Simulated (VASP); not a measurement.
# I (Cmce) in VASP: elastic constants with PBEsol

Aim: the elastic constants of I with PBEsol.

All numbers are computed with VASP 6.6.1; they aren't measurements. Logs are shortened: lines on timing, memory, paths and dates and some standing lists are left out, and cuts for length are marked.

## Step 1: The cell of the first run

Symmetry: Cmce, No. 64, orthorhombic system. Conventional cell: a = 7.270 Å, b = 4.790 Å, c = 9.793 Å, α = 90.00°, β = 90.00°, γ = 90.00°. I (site symmetry m) has 3 I at 2.68 to 3.56 Å within 3.6 Å.

## Step 2: Elastic constants, PBEsol

Input file INCAR:

```
SYSTEM = I
PREC = Accurate ; ENCUT = 600
EDIFF = 1E-8 ; ISMEAR = 0
SIGMA = 0.01 ; LREAL = .False.
LASPH = .True. ; NELM = 100
ALGO = Normal ; ISIF = 3
LWAVE = .False. ; LCHARG = .True.
GGA = PS ; NBANDS = 22
IBRION = 6 ; NFREE = 2
POTIM = 0.015 ; NSW = 1
```

Input file KPOINTS:

```
regular mesh
0
Gamma
  5 5 3
  0 0 0
```

Input file POSCAR:

```
I
1.0
    3.6350350000     -2.3950200000      0.0000000000
    3.6350350000      2.3950200000      0.0000000000
    0.0000000000      0.0000000000      9.7934400000
I
4
Direct
    0.6493000000      0.3507000000      0.3844000000
    0.1493000000      0.8507000000      0.1156000000
    0.3507000000      0.6493000000      0.6156000000
    0.8507000000      0.1493000000      0.8844000000
```

Potentials or basis: VASP PAW PBE potentials, release 64 (I).

Started as:

```bash
> cat potpaw_PBE.64/I/POTCAR > POTCAR
> mpirun -np 1 vasp_std > vasp.out
```

OUTCAR:

```text
SYSTEM = I
   PREC = Accurate
   ENCUT = 600
   EDIFF = 1E-8
   ISMEAR = 0
   LREAL = .False.
   LASPH = .True.
   NELM = 100
   ISIF = 3
   GGA = PS
   IBRION = 6
   NFREE = 2
   POTIM = 0.015
   NSW = 1

 ion  position               nearest neighbor table
   1  0.649  0.351  0.384-   3 2.68   2 3.56   2 3.56
   2  0.149  0.851  0.116-   4 2.68   1 3.56   1 3.56
   3  0.351  0.649  0.616-   1 2.68   4 3.56   4 3.56
   4  0.851  0.149  0.884-   2 2.68   3 3.56   3 3.56

  LATTYP: Found a base centered orthorhombic cell.
 ALAT       =     4.7900400000
 B/A-ratio  =     1.5177472422
 C/A-ratio  =     2.0445424255

  Lattice vectors:

 A1 = (  -3.6350350000,  -2.3950200000,   0.0000000000)
 A2 = (   3.6350350000,  -2.3950200000,   0.0000000000)
 A3 = (   0.0000000000,   0.0000000000,   9.7934400000)

Analysis of symmetry for initial positions (statically):
=====================================================================
 Subroutine PRICEL returns:
 Original cell was already a primitive cell.

 Routine SETGRP: Setting up the symmetry group for a
 base centered orthorhombic supercell.

 Subroutine GETGRP returns: Found  8 space group operations
 (whereof  4 operations were pure point group operations)
 out of a pool of  8 trial point group operations.

The static configuration has the point symmetry C_2h.
 The point group associated with its full space group is D_2h.

Analysis of symmetry for dynamics (positions and initial velocities):
=====================================================================
 Subroutine PRICEL returns:
 Original cell was already a primitive cell.

 Routine SETGRP: Setting up the symmetry group for a
 base centered orthorhombic supercell.

 Subroutine GETGRP returns: Found  8 space group operations
 (whereof  4 operations were pure point group operations)
 out of a pool of  8 trial point group operations.

The dynamic configuration has the point symmetry C_2h.
 The point group associated with its full space group is D_2h.

[... 360 lines left out ...]
      6      -0.7806      2.00000
[... 620 lines left out ...]
  FREE ENERGIE OF THE ION-ELECTRON SYSTEM (eV)
  ---------------------------------------------------
  free  energy   TOTEN  =        -6.8384231253 eV

  energy  without entropy=       -6.8384231253  energy(sigma->0) =       -6.83842313

 INTERNAL STRAIN TENSORS FROM STRAINED CELLS
 ============================================

 INTERNAL STRAIN TENSOR FOR ION    1 for displacements in x,y,z  (eV/Angst):
          X           Y           Z          XY          YZ          ZX
  --------------------------------------------------------------------------------
  x     0.00000     0.00000     0.00000     0.19889     0.00000    -0.52716
  y    -0.22921     4.73223    11.60716     0.00002     7.33660     0.00001
  z    -0.40561     7.20666    14.99019     0.00007    10.78707     0.00001

 INTERNAL STRAIN TENSORS FROM DISPLACED ATOMS
 ============================================

 INTERNAL STRAIN TENSOR FOR ION    1 for displacements in x,y,z  (eV/Angst):
          X           Y           Z          XY          YZ          ZX
  --------------------------------------------------------------------------------
  x     0.00000     0.00000     0.00000    -0.12689     0.00000    -0.52161
  y    -0.19754     4.41162    11.60551     0.00000     6.64639     0.00000
  z    -0.39536     7.21044    14.29061     0.00000    10.80068     0.00000

 INTERNAL STRAIN TENSOR FOR ION    4 for displacements in x,y,z  (eV/Angst):
          X           Y           Z          XY          YZ          ZX
  --------------------------------------------------------------------------------
  x     0.00000     0.00000     0.00000     0.12689     0.00000    -0.52161
  y     0.19754    -4.41162   -11.60551     0.00000     6.64639     0.00000
  z    -0.39536     7.21044    14.29061     0.00000   -10.80068     0.00000

 Eigenvectors and eigenvalues of the dynamical matrix
 ----------------------------------------------------

   1 f  =    6.250105 THz    39.270565 2PiTHz  208.481046 cm-1    25.848344 meV
             X         Y         Z           dx          dy          dz
      3.635035 -0.715153  3.764598    -0.000000    0.263062    0.425204
      3.635035  1.679867  1.132122     0.000000   -0.263062    0.425204
      3.635035  0.715153  6.028842     0.000000   -0.263062   -0.425204
      3.635035 -1.679867  8.661318    -0.000000    0.263062   -0.425204
[... 57 lines left out ...]
  10 f  =    0.000000 THz     0.000000 2PiTHz    0.000000 cm-1     0.000000 meV
             X         Y         Z           dx          dy          dz
      3.635035 -0.715153  3.764598     0.500000    0.000000    0.000000
      3.635035  1.679867  1.132122     0.500000    0.000000    0.000000
      3.635035  0.715153  6.028842     0.500000    0.000000    0.000000
      3.635035 -1.679867  8.661318     0.500000    0.000000    0.000000

  11 f/i=    0.000499 THz     0.003138 2PiTHz    0.016658 cm-1     0.002065 meV
             X         Y         Z           dx          dy          dz
      3.635035 -0.715153  3.764598     0.000000   -0.500000   -0.000194
      3.635035  1.679867  1.132122     0.000000   -0.500000    0.000194
      3.635035  0.715153  6.028842     0.000000   -0.500000   -0.000194
      3.635035 -1.679867  8.661318     0.000000   -0.500000    0.000194

  12 f/i=    0.932004 THz     5.855955 2PiTHz   31.088311 cm-1     3.854458 meV
             X         Y         Z           dx          dy          dz
      3.635035 -0.715153  3.764598     0.000000   -0.500000    0.000040
      3.635035  1.679867  1.132122     0.000000    0.500000    0.000040
      3.635035  0.715153  6.028842     0.000000   -0.500000    0.000040
      3.635035 -1.679867  8.661318     0.000000    0.500000    0.000040

--------------------------------------------------------------------------------------------------------

 ELASTIC MODULI CONTR FROM IONIC RELAXATION (kBar)
 Direction    XX          YY          ZZ          XY          YZ          ZX
 --------------------------------------------------------------------------------
 XX          -0.4460      7.8083     14.3223     -0.0000      0.0000     -0.0000
 YY           7.8083   -149.4355   -321.0437      0.0000     -0.0000      0.0000
 ZZ          14.3223   -321.0437   -847.9964      0.0000     -0.0000     -0.0000
 XY          -0.0000      0.0000      0.0000     -3.4729      0.0000      0.0000
 YZ           0.0000     -0.0000     -0.0000      0.0000   -298.0074      0.0000
 ZX          -0.0000      0.0000     -0.0000      0.0000      0.0000    -10.8621
 --------------------------------------------------------------------------------

 TOTAL ELASTIC MODULI (kBar)
 Direction    XX          YY          ZZ          XY          YZ          ZX
 --------------------------------------------------------------------------------
 XX          94.4129     38.6062      0.4861     -0.0000      0.0000     -0.0000
 YY          38.6062     92.4570    110.8414      0.0000     -0.0000      0.0000
 ZZ           0.4861    110.8414    157.9712      0.0000     -0.0000     -0.0000
 XY          -0.0000      0.0000      0.0000     45.3928      0.0000      0.0000
 YZ           0.0000     -0.0000     -0.0000      0.0000    139.8634      0.0000
 ZX          -0.0000      0.0000     -0.0000      0.0000      0.0000     10.0260
 --------------------------------------------------------------------------------
```

OSZICAR:

```text
N       E                     dE             d eps       ncg     rms          rms(c)
DAV:   1     0.161270723753E+03    0.16127E+03   -0.11052E+04   792   0.114E+03
DAV:   2     0.658440352383E+01   -0.15469E+03   -0.14938E+03  1098   0.161E+02
DAV:   3    -0.677897793610E+01   -0.13363E+02   -0.13305E+02  1034   0.541E+01
[... 264 lines left out ...]
DAV:   6    -0.683842307687E+01    0.63546E-06   -0.21642E-06  1308   0.761E-03    0.591E-03
DAV:   7    -0.683842308425E+01   -0.73812E-08   -0.41048E-07  1278   0.355E-03    0.218E-03
DAV:   8    -0.683842311653E+01   -0.32279E-07   -0.10018E-07  1194   0.149E-03    0.738E-04
DAV:   9    -0.683842312722E+01   -0.10690E-07   -0.18161E-08   876   0.746E-04    0.379E-04
DAV:  10    -0.683842312534E+01    0.18792E-08   -0.33904E-09   708   0.332E-04
  19 F= -.68384231E+01 E0= -.68384231E+01  d E =-.241848E-40
```

stdout:

```text
POSCAR found type information on POSCAR I
 POSCAR found :  1 types and       4 ions
 scaLAPACK will be used
 -----------------------------------------------------------------------------
|                                                                             |
|                                                                             |
|     You enforced a specific xc type in the INCAR file but a different       |
|     I HOPE YOU KNOW WHAT YOU ARE DOING!                                     |
[... 36 lines left out ...]
 Finite differences progress:
 bond charge predicted
 Finite differences progress:
 bond charge predicted
 Finite differences progress:
 bond charge predicted
 Finite differences progress:
 bond charge predicted
 Finite differences progress:
 bond charge predicted
 Finite differences progress:
 bond charge predicted
 Finite differences progress:
```

Wall time 33 min (1 thread of Oxide Virtual Turin-like, shared host); peak memory 0.44 GiB.

Results:

- Voigt bulk modulus: 7 GPa
- Highest phonon frequency at Γ: 208 cm⁻¹
- Most unstable mode: 31i cm⁻¹

Phonon frequencies in cm⁻¹ (negative: imaginary):
```
              q point                          frequencies
(0.000, 0.000, 0.000)  -31 0 0 0 19 31 43 45 55 65 196 208
```

Elastic tensor in Voigt notation (GPa, in the Cartesian axes of the cell as first typed):
```
 9  4  0  0  0  0
 4  9 11  0  0  0
 0 11 16  0  0  0
 0  0  0 14  0  0
 0  0  0  0  1  0
 0  0  0  0  0  5
```

Clamped-ion elastic tensor (GPa):
```
  9   3  -1   0   0   0
  3  24  43   0   0   0
 -1  43 101   0   0   0
  0   0   0  44   0   0
  0   0   0   0   2   0
  0   0   0   0   0   5
```

Caveat: some modes are imaginary; the elastic tensor has a negative eigenvalue, so either the cell is unstable as it stands or the mesh is too thin; this functional lacks dispersion, which holds the molecules together, so the pressure and a relaxed volume are unreliable; the PAW data sets were made with another functional, which shifts forces and pressure a little; spin-orbit coupling is left out, which moves the levels of the heavy elements.
